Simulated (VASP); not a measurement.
Wanted: the native input for a VASP 6.6.1 run.

```yaml
Task: relaxation of cell and atoms
Functional: revPBE
Potentials_or_basis: VASP PAW PBE potentials, release 64 (Ta_pv)
Cutoff: 600 eV
k_mesh: 8 × 8 × 11
Occupations: fermi-dirac, width 0.1 eV
Spin: no spin polarisation
Dipole_correction: no
Further_INCAR_settings: ALGO = Normal; EDIFF = 1e-07; IBRION = 2; EDIFFG = -0.01; NSW = 80; ISIF = 3
```

The structure of Ta lies in POSCAR:

```
Ta
1.0
    4.6735112553      0.0000000000      0.0000000000
   -2.3367556276      4.0473794720      0.0000000000
    0.0000000000      0.0000000000      2.8648623995
Ta
3
Direct
    0.0000000000      0.0000000000      0.0000000000
    0.3333333333      0.6666666667      0.5000000000
    0.6666666667      0.3333333333      0.5000000000
```

One way to write it, as run:

INCAR

```
  ALGO = Normal
  EDIFF = 1E-7
  EDIFFG = -0.01
  ENCUT = 600
  GGA = RE
  IBRION = 2
  ISIF = 3
  ISMEAR = -1
  LASPH = T
  LCHARG = F
  LREAL = F
  LWAVE = F
  NELM = 60
  NSW = 80
  PREC = Accurate
  SIGMA = 0.1
```

KPOINTS

```
k-points
0
Gamma
  8 8 11
```

Potentials or basis: VASP PAW PBE potentials, release 64 (Ta_pv).

The run is started by

```bash
$ cat potpaw_PBE.64/Ta_pv/POTCAR > POTCAR
$ mpirun -np 1 vasp_std > vasp.out
```

It gave:

| Property | Result |
| --- | --- |
| Relaxed volume | 18.91 Å³/atom |
| Relaxed cell | a = 4.886 Å, b = 4.886 Å, c = 2.744 Å, α = 90.00°, β = 90.00°, γ = 120.00° |
| Space group after relaxing (to 0.05 Å) | P6/mmm (No. 191) |
| Energy gained by relaxing | 109.5 meV/atom |
| Ionic steps | 8 |
| Pressure after relaxing | 0.0 GPa |

Caveat: the PAW data sets were made with another functional, which shifts forces and pressure a little.

It took 18 min on 1 thread of AMD EPYC 7R13, with other jobs on the host, peak memory 0.22 GiB.
